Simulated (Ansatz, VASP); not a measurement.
# One calculation of Te, two programs

File INCAR:

```
SYSTEM = Te
PREC = Accurate
ENCUT = 520
EDIFF = 1E-7
ISMEAR = -1
SIGMA = 0.1
LREAL = .False.
LASPH = .True.
NELM = 100
ALGO = Normal
ISIF = 2
LWAVE = .False.
LCHARG = .False.
NBANDS = 13
```

File KPOINTS:

```
regular mesh
0
Gamma
  11 11 8
  0 0 0
```

The input POSCAR:

```
Te
1.0
    3.8358674815      0.0000000000      0.0000000000
   -1.9179337407      3.3219586846      0.0000000000
    0.0000000000      0.0000000000      4.3437697562
Te
2
Direct
    0.3333333333      0.6666666667      0.2500000000
    0.6666666667      0.3333333333      0.7500000000
```

Input for Ansatz:

```yaml
crystal:
  lattice:
    - [3.8358674815, 0.0, 0.0]
    - [-1.9179337407, 3.3219586846, 0.0]
    - [0.0, 0.0, 4.3437697562]
  atoms:
    - { symbol: Te, position: [0.3333333333, 0.6666666667, 0.25] }
    - { symbol: Te, position: [0.6666666667, 0.3333333333, 0.75] }
hamiltonian:
  xc: lda
  pseudopotentials:
    kind: paw
    azcp:
      Te: "pseudopotentials/Te.paw.azcp"
basis:
  ecutwfc: 420
  fft_grid_basis: typed
kpoints:
  mp_grid: { grid: [11, 11, 8], shift: [0, 0, 0] }
magnetization:
  spin_polarized: false
scf:
  occupations: { method: fermi_dirac, width: 0.1 }
  lower_state_search: "off"
output:
  stress: true
```

Alike in both runs: task single point; functional LDA; k mesh 11 × 11 × 8; occupations fermi-dirac, width 0.1 eV; no spin polarisation.

```csv
,VASP,Ansatz
version,VASP 6.6.1,Ansatz 0.2.0
potentials or method,"VASP PAW LDA potentials, release 64 (Te), cutoff 520 eV","plane waves (420 eV) with PAW, scalar-relativistic"
valence electrons in the cell,12,32
```

VASP gave:

| Item | Value |
| --- | --- |
| pressure (GPa) | 2.9 |
| traceless stress, the component that is largest in VASP (GPa) | 0.68 |

Q: Estimate Ansatz's values.

A: Pressure (GPa): 2.8; traceless stress, the component that is largest in VASP (GPa): 0.58.

Ansatz warns that its potentials were made for another functional, while VASP's fit it. LDA's correlation is that of Perdew and Zunger in VASP and of Perdew and Wang (1992) in Ansatz. VASP's potentials hold 12 valence electrons a cell and Ansatz's 32, so a difference there can come from the potentials and not from the codes.

Spin-orbit coupling is off throughout.
